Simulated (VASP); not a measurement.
**Pt: single point with revPBE**

Pt:

```
Pt
1.0
     0.00000    2.78626    2.78626
     2.78626    0.00000    2.78626
     2.78626    2.78626    0.00000
Pt
2
Direct
  0.12500 0.12500 0.12500
  0.87500 0.87500 0.87500
```

This isn't the form of Pt at room conditions, which is fcc.

```yaml
Program: VASP 6.6.1
Task: single point
Functional: revPBE
Potentials_or_basis: VASP PAW PBE potentials, release 64 (Pt)
Cutoff: 520 eV
k_mesh: 11 × 11 × 11
Occupations: fermi-dirac, width 0.1 eV
Spin: no spin polarisation
Dipole_correction: no
Further_INCAR_settings: ALGO = Normal; EDIFF = 1e-06; NBANDS = 17
```

```yaml
Pressure: 18.2 GPa
Band_gap_on_the_k_mesh: zero (bands 10 and 11 overlap by 0.69 eV)
```

Levels at points of the mesh, in eV from the Fermi level:
| k point | band 8 | band 9 | band 10 | band 11 | band 12 | band 13 |
| --- | --- | --- | --- | --- | --- | --- |
| (0.00, 0.00, 0.00) | -2.16 | -2.16 | -0.07 | -0.07 | 10.91 | 11.01 |

Run time: 56 s on 1 thread of AMD EPYC 7R13 (shared host), peak memory 0.16 GiB.

Caveat: the cell stands under pressure; the PAW data sets were made with another functional, which shifts forces and pressure a little; spin-orbit coupling is left out, which moves the levels of the heavy elements.
